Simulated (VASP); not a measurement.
Crystal: CdSe.

```
CELL_PARAMETERS angstrom
0.00000 2.87396 2.87396
2.87396 0.00000 2.87396
2.87396 2.87396 0.00000
ATOMIC_POSITIONS crystal
Cd 0.00000 0.00000 0.00000
Se 0.50000 0.50000 0.50000
```

Base run:

```yaml
Program: VASP 6.6.1
Functional: PBEsol
Potentials_or_basis: VASP PAW PBE potentials, release 64 (Cd, Se)
Cutoff: 520 eV
k_mesh: 8 × 8 × 8
Occupations: fermi-dirac, width 0.05 eV
Spin: non-collinear spin, zero start, spin-orbit coupling
Starting_moments: "[[0.0, 0.0, 0.0], [0.0, 0.0, 0.0]] μB"
```

Its results: pressure -3.5 GPa; net moment 0.00 μB per cell.

Question: The run is repeated on the same cell with these changes: functional from PBEsol to HSE06; cutoff from 520 eV to 400 eV; k mesh from 8 × 8 × 8 to 4 × 4 × 4. What comes out?

Answer: Pressure -1.9 GPa; net moment 0.00 μB per cell.

Several settings changed at once.

Caveats: some runs use coarse meshes; the PAW data sets were made with another functional, which shifts forces and pressure a little; the cell stands under tension (at least some runs).
